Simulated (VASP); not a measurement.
# Si (I4_1/amd) in VASP: notebook

Runs on Si. Level: PBE. Tasks: single point.

Everything below comes from runs of VASP 6.6.1. Logs are shortened: lines on timing, memory, paths and dates and some standing lists are left out, and cuts for length are marked.

## (1) The cell of the first run

The structure is tetragonal, space group I4_1/amd (No. 141). Conventional cell: a = 3.638 Å, b = 3.638 Å, c = 5.738 Å, α = 90.00°, β = 90.00°, γ = 90.00°. Si (site symmetry -4m2) has 4 Si at 2.32 Å within 3.1 Å.

## (2) Single point, PBE (18.98 Å³/atom)

Contents of INCAR:

```
ALGO = Normal ; EDIFF = 1E-6
ENCUT = 520 ; GGA = PE
ISIF = 2 ; ISMEAR = 0
LASPH = T ; LCHARG = F
LREAL = F ; LWAVE = F
NBANDS = 11 ; NELM = 100
PREC = Accurate ; SIGMA = 0.05
```

Contents of KPOINTS:

```
k-points
0
Gamma
  10 10 10
```

Contents of POSCAR:

```
Si
1.0
    0.0000000000      2.5722394967      2.8690759346
    2.5722394967      0.0000000000      2.8690759346
    2.5722394967      2.5722394967      0.0000000000
Si
2
Direct
    0.5000000000      0.5000000000      0.5000000000
    0.7500000000      0.7500000000      0.7500000000
```

Potentials or basis: VASP PAW PBE potentials, release 64 (Si).

Launch:

```sh
$ cat potpaw_PBE.64/Si/POTCAR > POTCAR
$ mpirun -np 1 vasp_std > vasp.out
```

OUTCAR:

```text
EDIFF = 1E-6
   ENCUT = 520
   GGA = PE
   ISIF = 2
   ISMEAR = 0
   LASPH = T
   LREAL = F
   NELM = 100
   PREC = Accurate

 ion  position               nearest neighbor table
   1  0.500  0.500  0.500-   2 2.32   2 2.32   2 2.32   2 2.32
   2  0.750  0.750  0.750-   1 2.32   1 2.32   1 2.32   1 2.32

  LATTYP: Found a body centered tetragonal cell.
 ALAT       =     3.6376959819
 C/A-ratio  =     1.5774138075

  Lattice vectors:

 A1 = (  -2.5722394967,   0.0000000000,   2.8690759346)
 A2 = (   2.5722394967,   0.0000000000,   2.8690759346)
 A3 = (   0.0000000000,   2.5722394967,  -2.8690759346)

Analysis of symmetry for initial positions (statically):
=====================================================================
 Subroutine PRICEL returns:
 Original cell was already a primitive cell.

 Routine SETGRP: Setting up the symmetry group for a
 body centered tetragonal supercell.

 Subroutine GETGRP returns: Found 16 space group operations
 (whereof  8 operations were pure point group operations)
 out of a pool of 16 trial point group operations.

The static configuration has the point symmetry D_2d.
 The point group associated with its full space group is D_4h.

Analysis of symmetry for dynamics (positions and initial velocities):
=====================================================================
 Subroutine PRICEL returns:
 Original cell was already a primitive cell.

 Routine SETGRP: Setting up the symmetry group for a
 body centered tetragonal supercell.

 Subroutine GETGRP returns: Found 16 space group operations
 (whereof  8 operations were pure point group operations)
 out of a pool of 16 trial point group operations.

The dynamic configuration has the point symmetry D_2d.
 The point group associated with its full space group is D_4h.

 Subroutine INISYM returns: Found 16 space group operations
 (whereof  8 operations are pure point group operations),
 and found     1 'primitive' translations

----------------------------------------------------------------------------------------

                                     Primitive cell

  volume of cell :      37.9660

  direct lattice vectors                    reciprocal lattice vectors
     0.000000000  2.572239497  2.869075935    -0.194383144  0.194383144  0.174272139
     2.572239497  0.000000000  2.869075935     0.194383144 -0.194383144  0.174272139
     2.572239497  2.572239497  0.000000000     0.194383144  0.194383144 -0.174272139

  length of vectors
     3.853311919  3.853311919  3.637695982     0.325484856  0.325484856  0.325484856

  position of ions in fractional coordinates (direct lattice)
     0.500000000  0.500000000  0.500000000
     0.750000000  0.750000000  0.750000000

  ion indices of the primitive-cell ions
   primitive index   ion index
                 1           1
                 2           2

----------------------------------------------------------------------------------------

 KPOINTS: k-points

Automatic generation of k-mesh.
 Grid dimensions read from file:
 generate k-points for:   10   10   10

 Generating k-lattice:

  Cartesian coordinates                     Fractional coordinates (reciprocal lattice)
    -0.019438314  0.019438314  0.017427214     0.100000000  0.000000000  0.000000000
     0.019438314 -0.019438314  0.017427214     0.000000000  0.100000000  0.000000000
     0.019438314  0.019438314 -0.017427214    -0.000000000 -0.000000000  0.100000000

  Length of vectors
     0.032548486  0.032548486  0.032548486

  Shift w.r.t. Gamma in fractional coordinates (k-lattice)
     0.000000000  0.000000000  0.000000000

 Subroutine IBZKPT returns following result:
 ===========================================

 Found    102 irreducible k-points:

 Following reciprocal coordinates:
            Coordinates               Weight
  0.000000  0.000000  0.000000      1.000000
  0.100000 -0.000000  0.000000      8.000000
  0.200000 -0.000000  0.000000      8.000000
  0.300000 -0.000000  0.000000      8.000000
  0.400000  0.000000  0.000000      8.000000
  0.500000  0.000000  0.000000      4.000000
[... 16 lines left out ...]
  0.300000  0.300000  0.000000      2.000000
  0.400000  0.300000  0.000000      8.000000
 [... further k-points ...]
   k-points           NKPTS =    102   k-points in BZ     NKDIM =    102   number of bands    NBANDS=     11
   number of dos      NEDOS =    301   number of ions     NIONS =      2
   total plane-waves  NPLWV =  25200
   dimension x,y,z NGX =    30 NGY =   30 NGZ =   28
   dimension x,y,z NGXF=    60 NGYF=   60 NGZF=   56
   ions per type =               2
   NGX,Y,Z   is equivalent  to a cutoff of  12.94, 12.94, 12.80 a.u.
   NGXF,Y,Z  is equivalent  to a cutoff of  25.89, 25.89, 25.59 a.u.
 SYSTEM =  unknown system
   PREC   = accura    normal or accurate (medium, high low for compatibility)
   ISTART =      0    job   : 0-new  1-cont  2-samecut
   ICHARG =      2    charge: 1-file 2-atom 10-const
   ISPIN  =      1    spin polarized calculation?
   LNONCOLLINEAR =      F non collinear calculations
   LSORBIT =      F    spin-orbit coupling
   LASPH  =      T    aspherical Exc in radial PAW
   ENCUT  =  520.0 eV  38.22 Ry    6.18 a.u.   7.16  7.16  6.76*2*pi/ulx,y,z
   NELM   =    100;   NELMIN=  2; NELMDL= -5     # of ELM steps
   EDIFF  = 0.1E-05   stopping-criterion for ELM
   LREAL  =      F    real-space projection
   EDIFFG = 0.1E-04   stopping-criterion for IOM
   NSW    =      0    number of steps for IOM
   IBRION =     -1    ionic relax: 0-MD 1-quasi-New 2-CG
   NFREE  =      0    steps in history (QN), initial steepest desc. (CG)
   ISIF   =      2    stress and relaxation
   ISYM   =      2    0-nonsym 1-usesym 2-fastsym
   POTIM  = 0.5000    time-step for ionic-motion
   TEBEG  =    0.0;   TEEND  =   0.0 temperature during run
   PSTRESS=    0.0 pullay stress
   NELECT =       8.0000    total number of electrons
   NUPDOWN=      -1.0000    fix difference up-down
   EMIN   =  10.00;   EMAX   =-10.00  energy-range for DOS
   EFERMI =   0.00;   METHOD = LEGACY
   ISMEAR =     0;   SIGMA  =   0.05  broadening in eV -4-tet -1-fermi 0-gaus
   EFERMI_NEDOS =   21; number of points for ismear=-14 and -15
   IALGO  =     38    algorithm
   IMIX   =      4    mixing-type and parameters
     AMIX     =   0.40;   BMIX     =  1.00
     AMIX_MAG =   1.60;   BMIX_MAG =  1.00
  volume/ion in A,a.u.               =      18.98       128.10
  Fermi-wavevector in a.u.,A,eV,Ry     =   0.974182  1.840936 12.912332  0.949030
  Thomas-Fermi vector in A             =   2.104621
   LORBIT       =      0    0 simple, 1 ext, 2 COOP (PROOUT), +10 PAW based schemes
   GGA     = PE    functional components
   LHFCALC =     F    Hartree Fock is set to
   AEXX    =    0.0000 exact exchange contribution
   IVDW    =     0    specifies the selected vdW correction
   LEPSILON=     F    determine dielectric tensor
   LRPA    =     F    only Hartree local field effects (RPA)
 non-spin polarized calculation
 Gauss-broadening in eV      SIGMA  =   0.05
  energy-cutoff  :      520.00
  volume of cell :       37.97
 maximum number of plane-waves:      1046
 NGX is ok and might be reduce to    30
   NGX = 15   NGY = 15   NGZ = 13

 number of electron       8.0000000 magnetization

 Free energy of the ion-electron system (eV)
  ---------------------------------------------------
  ext. energy  EPLUGINS =         0.00000000
  ---------------------------------------------------
  free energy    TOTEN  =       -10.68132202 eV

  energy without entropy =      -10.68116865  energy(sigma->0) =      -10.68124534

 E-fermi :   6.6309     XC(G=0):  -9.6346

 val. band max:        6.6284023814   @ k =  -0.1000   0.1000   0.0000
 cond. band min:       6.7026457956   @ k =   0.0000   0.0000   0.0000
 fundamental gap:      0.0742434142
 Fermi energy:         6.6309154876

 k-point     1 :       0.0000    0.0000    0.0000
  band No.  band energies     occupation
      1      -5.9409      2.00000
      2       5.7988      2.00000
      3       6.7026      0.04247
      4       6.7026      0.04247
      5       8.9144      0.00000
      6       8.9144      0.00000
      7       9.2774      0.00000
      8      10.1361      0.00000
      9      13.1327      0.00000
     10      14.5737      0.00000
     11      15.2209      0.00000

 k-point     2 :       0.1000   -0.0000    0.0000
  band No.  band energies     occupation
      1      -5.8030      2.00000
      2       5.1040      2.00000
      3       5.9962      2.00000
      4       6.5276      1.99651
      5       8.9037      0.00000
      6       9.2304      0.00000
      7       9.6008      0.00000
      8      10.9546      0.00000
      9      12.9638      0.00000
     10      14.7045      0.00000
     11      15.1260      0.00000

 k-point     3 :       0.2000   -0.0000    0.0000
  band No.  band energies     occupation
      1      -5.3954      2.00000
      2       3.3088      2.00000
      3       5.4021      2.00000
      4       6.2101      2.00000
      5       8.4988      0.00000
      6       9.8592      0.00000
      7       9.9916      0.00000
      8      12.3543      0.00000
      9      13.4108      0.00000
     10      14.0337      0.00000
     11      15.8517      0.00000

 k-point     4 :       0.3000   -0.0000    0.0000
  band No.  band energies     occupation
      1      -4.7443      2.00000
      2       1.4685      2.00000
      3       4.9551      2.00000
      4       5.9511      2.00000
      5       8.0385      0.00000
      6      10.0093      0.00000
      7      10.2525      0.00000
      8      13.6745      0.00000
      9      14.1280      0.00000
     10      14.5260      0.00000
     11      15.9683      0.00000
[... 239 lines left out ...]
 k-point    22 :      -0.2000    0.2000    0.0000
  band No.  band energies     occupation
      1      -4.4411      2.00000
      2       1.6731      2.00000
      3       2.8397      2.00000
      4       6.1209      2.00000
      5      10.0794      0.00000
      6      10.0908      0.00000
      7      10.4923      0.00000
      8      11.9094      0.00000
      9      12.8204      0.00000
     10      16.8222      0.00000
     11      17.2479      0.00000

 k-point    23 :       0.3000    0.3000    0.0000
  band No.  band energies     occupation
      1      -4.5066      2.00000
      2       1.3226      2.00000
      3       4.5897      2.00000
      4       4.5897      2.00000
      5       7.8272      0.00000
      6       8.9099      0.00000
      7      13.1060      0.00000
      8      13.1060      0.00000
      9      15.3650      0.00000
     10      16.7862      0.00000
     11      18.5111      0.00000

 k-point    24 :       0.4000    0.3000    0.0000
  band No.  band energies     occupation
      1      -3.9142      2.00000
      2       0.3988      2.00000
      3       3.7344      2.00000
      4       4.4159      2.00000
      5       8.0065      0.00000
      6       9.0782      0.00000
      7      13.3380      0.00000
      8      13.7425      0.00000
      9      17.0887      0.00000
     10      17.3396      0.00000
     11      18.5707      0.00000

 [... further k-points ...]
[... 5 lines left out ...]
  --------------------------------------------------------------------------------------
  -------------------------------------------------------------------------------------
  Total        2.6771076      2.6771076     -0.2395224      0.0000000      0.0000000      0.0000000
  in kB      112.9747942    112.9747942    -10.1079212      0.0000000      0.0000000      0.0000000
  external PRESSURE =      71.9472224 kB  Pullay stress =       0.0000000 kB

 VOLUME and BASIS-vectors are now :
 -----------------------------------------------------------------------------
  energy-cutoff  :      520.00
  volume of cell :       37.97
      direct lattice vectors                 reciprocal lattice vectors
     0.000000000  2.572239497  2.869075935    -0.194383144  0.194383144  0.174272139
     2.572239497  0.000000000  2.869075935     0.194383144 -0.194383144  0.174272139
     2.572239497  2.572239497  0.000000000     0.194383144  0.194383144 -0.174272139

 POSITION                                       TOTAL-FORCE (eV/Angst)
 -----------------------------------------------------------------------------------
      2.57224      2.57224      2.86908         0.000000      0.000000      0.000000
      3.85836      3.85836      4.30361        -0.000000     -0.000000     -0.000000
 -----------------------------------------------------------------------------------
    total drift:                                0.000000     -0.000000     -0.000000

  FREE ENERGIE OF THE ION-ELECTRON SYSTEM (eV)
  ---------------------------------------------------
  free  energy   TOTEN  =       -10.6813220246 eV

  energy  without entropy=      -10.6811686542  energy(sigma->0) =      -10.68124534
```

Wall time 54 s (1 thread of Intel Xeon 8259CL, shared host); peak memory 0.17 GiB.

Results:

```yaml
Free_energy: -10.6813 eV
Pressure: 7.2 GPa
Band_gap_on_the_k_mesh: zero (bands 4 and 5 overlap by 0.13 eV)
```

Levels at points of the mesh, in eV from the Fermi level:
| k point | band 1 | band 2 | band 3 | band 4 | band 5 | band 6 | band 7 | band 8 |
| --- | --- | --- | --- | --- | --- | --- | --- | --- |
| (0.00, 0.00, 0.00) | -12.57 | -0.83 | 0.07 | 0.07 | 2.28 | 2.28 | 2.65 | 3.51 |
| (0.50, 0.00, 0.00) | -10.08 | -7.46 | -2.06 | -0.88 | 0.98 | 3.19 | 3.55 | 7.67 |
| (0.50, 0.50, 0.00) | -8.68 | -8.68 | -2.61 | -2.61 | 0.98 | 0.98 | 10.40 | 10.40 |
| (0.50, 0.00, 0.50) | -7.98 | -7.98 | -3.48 | -3.48 | 0.09 | 0.09 | 9.10 | 9.10 |

Caveat: the cell stands under pressure; semilocal functionals underestimate gaps, so a narrow gap can read as zero.

## (3) Single point, PBE (20.95 Å³/atom)

This run uses another cell than the first one, of 20.95 Å³/atom.

Contents of INCAR:

```
SYSTEM = Si
ALGO = Normal
EDIFF = 1E-7
ENCUT = 520
GGA = PE
ISIF = 2
ISMEAR = 0
LASPH = .TRUE.
LCHARG = .TRUE.
LELF = .TRUE.
LREAL = .FALSE.
LVHAR = .TRUE.
LWAVE = .FALSE.
NBANDS = 11
NELM = 100
PREC = Accurate
SIGMA = 0.05
```

Contents of KPOINTS:

```
k-points
0
G
  10 10 10
  0 0 0
```

Contents of POSCAR:

```
Si
1.0
    0.0000000000      2.6580535789      2.9647929619
    2.6580535789      0.0000000000      2.9647929619
    2.6580535789      2.6580535789      0.0000000000
Si
2
Direct
    0.5000000000      0.5000000000      0.5000000000
    0.7500000000      0.7500000000      0.7500000000
```

Potentials or basis: VASP PAW PBE potentials, release 64 (Si).

Launch:

```sh
$ cat potpaw_PBE.64/Si/POTCAR > POTCAR
$ mpirun -np 1 vasp_std > vasp.out
```

Wall time 55 s (1 thread of AMD EPYC 7R13, shared host); peak memory 0.15 GiB.

It converged, with:

| Property | Result |
| --- | --- |
| Free energy | -10.7316 eV |
| Pressure | -2.3 GPa |
| Band gap on the k mesh | 0.07 eV (least direct gap 1.61 eV) |

Stress tensor (GPa, compression positive):
```
  1.77   0.00   0.00
  0.00   1.77   0.00
  0.00   0.00 -10.45
```

Levels at points of the mesh, in eV from the valence-band top:
```tsv
k point	band 2	band 3	band 4	band 5	band 6	band 7
(0.00, 0.00, 0.00)	-0.86	0.00	0.00	2.17	2.17	2.36
(0.50, 0.00, 0.00)	-7.05	-1.97	-0.90	0.71	3.10	3.47
(0.50, 0.50, 0.00)	-8.36	-2.46	-2.46	1.09	1.09	9.43
(0.50, 0.00, 0.50)	-7.75	-3.25	-3.25	0.24	0.24	8.49
```

A k mesh can miss the band edges.

(Continued in part 2 of 2.)
